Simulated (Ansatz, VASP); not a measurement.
# Hg: VASP beside Ansatz

```xyz
1
Lattice="2.3403 0.0000 0.0000 0.0000 2.3403 0.0000 0.0000 0.0000 2.3403" Properties=species:S:1:pos:R:3 pbc="T T T"
Hg    0.0000    0.0000    0.0000
```

Change from the starting cell: volume scaled by 0.43, LAPW.

Alike in both runs: task single point; functional PBE; k mesh 12 × 12 × 12; occupations fermi-dirac, width 0.08 eV; no spin polarisation.

|  | VASP | Ansatz |
| --- | --- | --- |
| version | VASP 6.6.1 | Ansatz 0.2.0 |
| potentials or method | VASP PAW PBE potentials, release 64 (Hg), cutoff 500 eV | all-electron LAPW, scalar-relativistic |

VASP gave:

```
pressure (GPa) : 270.4
```

Problem. Estimate Ansatz's values.

Solution. Pressure (GPa): 256.4.

Both programs put the cell under a high pressure, so it lies far from rest at this level. Ansatz ran all-electron here, and VASP with PAW potentials.

Spin-orbit coupling is off throughout. Noted on VASP's run: the cell as given lies far from equilibrium.
